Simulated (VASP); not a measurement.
ZrC, 2 atoms in the cell. It takes space group Pm-3m (No. 221, cubic). Conventional cell: a = 2.923 Å, b = 2.923 Å, c = 2.923 Å, α = 90.00°, β = 90.00°, γ = 90.00°. Within 3.3 Å of Zr (site symmetry m-3m) lie 8 C at 2.53 Å and 6 Zr at 2.92 Å. Within 3.3 Å of C (site symmetry m-3m) lie 8 Zr at 2.53 Å and 6 C at 2.92 Å. 

| Property | Result |
| --- | --- |
| Program | VASP 6.6.1 |
| Task | single point |
| Functional | PBE |
| Potentials or basis | VASP PAW PBE potentials, release 64 (Zr_sv, C) |
| Cutoff | 520 eV |
| k mesh | 6 × 6 × 6 |
| Occupations | gaussian, width 0.1 eV |
| Spin | collinear spin, ferromagnetic start |
| Starting moments | [1.0, 0.0] μB |
| Dipole correction | no |
| Further INCAR settings | ALGO = Normal; EDIFF = 1e-07; NBANDS = 19 |

Potentials or basis: VASP PAW PBE potentials, release 64 (Zr_sv, C).

Launch:

```sh
$ cat potpaw_PBE.64/Zr_sv/POTCAR potpaw_PBE.64/C/POTCAR > POTCAR
$ mpirun -np 1 vasp_std > vasp.out
```

Hardware: 1 thread of AMD EPYC 7R13, with other jobs on the host.

**Question.** How long does it take, and how much memory?

**Answer.** Wall time 38 s on 1 thread of AMD EPYC 7R13, on a shared host, peak memory 0.12 GiB. Counts: scf iterations 14, k points 20.
